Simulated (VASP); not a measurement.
A run of VASP 6.6.1:

The input POSCAR:

```
HfOs
1.0
    3.2875850000      0.0000000000      0.0000000000
    0.0000000000      3.2875850000      0.0000000000
    0.0000000000      0.0000000000      3.3361700000
Hf Os
1 1
Direct
    0.0000000000      0.0000000000      0.0000000000
    0.5000000000      0.5000000000      0.5000000000
```

Contents of INCAR.step1:

```
PREC = Accurate
ENCUT = 520
ISMEAR = 0
SIGMA = 0.15
LREAL = False
LASPH = True
NELM = 60
NBANDS = 16
GGA = PE
ALGO = Normal
EDIFF = 1E-4
LWAVE = True
LCHARG = False
```

File INCAR.step2:

```
PREC = Accurate
ENCUT = 520
EDIFF = 1E-7
ISMEAR = 0
SIGMA = 0.15
LREAL = False
LASPH = True
NELM = 60
ALGO = Normal
ISIF = 2
LWAVE = False
LCHARG = False
METAGGA = R2SCAN
LMIXTAU = True
NBANDS = 16
ISTART = 1
```

KPOINTS

```
Automatic mesh
0
Gamma
  14 14 14
```

Potentials or basis: VASP PAW PBE potentials, release 64 (Hf_pv, Os).

Command:

```bash
$ cat potpaw_PBE.64/Hf_pv/POTCAR potpaw_PBE.64/Os/POTCAR > POTCAR
$ cp INCAR.step1 INCAR
$ mpirun -np 1 vasp_std > vasp.out
$ cp INCAR.step2 INCAR
$ mpirun -np 1 vasp_std > vasp.out
```

Hardware: 1 thread of Intel(R) Xeon(R) Platinum 8375C CPU @ 2.90GHz (Ice Lake), on a shared host.

Task: Estimate the wall time of this run.

Result: It took 7.6 min on 1 thread of Intel(R) Xeon(R) Platinum 8375C CPU @ 2.90GHz (Ice Lake), on a shared host, peak memory 0.3 GiB. Counts: k points 288.
